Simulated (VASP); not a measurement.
TiO2, 6 atoms in the cell. Symmetry: P4_2/mnm, No. 136, tetragonal system. The conventional cell has a = 4.600 Å, b = 4.600 Å, c = 2.959 Å, α = 90.00°, β = 90.00°, γ = 90.00°. Within 2.6 Å of Ti (site symmetry mmm) lie 6 O at 1.95 to 1.98 Å. Within 2.6 Å of O (site symmetry m2m) lie 3 Ti at 1.95 to 1.98 Å and 1 O at 2.55 Å. 

| Quantity | Value |
| --- | --- |
| Program | VASP 6.6.1 |
| Task | single point |
| Functional | PBE |
| Potentials or basis | VASP PAW PBE potentials, release 64 (Ti_sv, O) |
| Cutoff | 520 eV |
| k mesh | 4 × 4 × 6 |
| Occupations | gaussian, width 0.1 eV |
| Spin | collinear spin |
| Starting moments | [1.0, 1.0, 0.0, 0.0, 0.0, 0.0] μB |
| Hubbard terms | Ti d U = 4.0 eV |
| Dipole correction | no |
| Further INCAR settings | ALGO = Normal; EDIFF = 1e-06; NBANDS = 37 |

Potentials or basis: VASP PAW PBE potentials, release 64 (Ti_sv, O).

The run is started by

```sh
$ cat potpaw_PBE.64/Ti_sv/POTCAR potpaw_PBE.64/O/POTCAR > POTCAR
$ mpirun -np 1 vasp_std > vasp.out
```

Hardware: 1 thread of Intel Xeon 8259CL (shared host).

Task: How long does it take, and how much memory?

Result: It took 3.4 min on 1 thread of Intel Xeon 8259CL, with other jobs on the host, peak memory 0.24 GiB. Counts: scf iterations 16, k points 24.
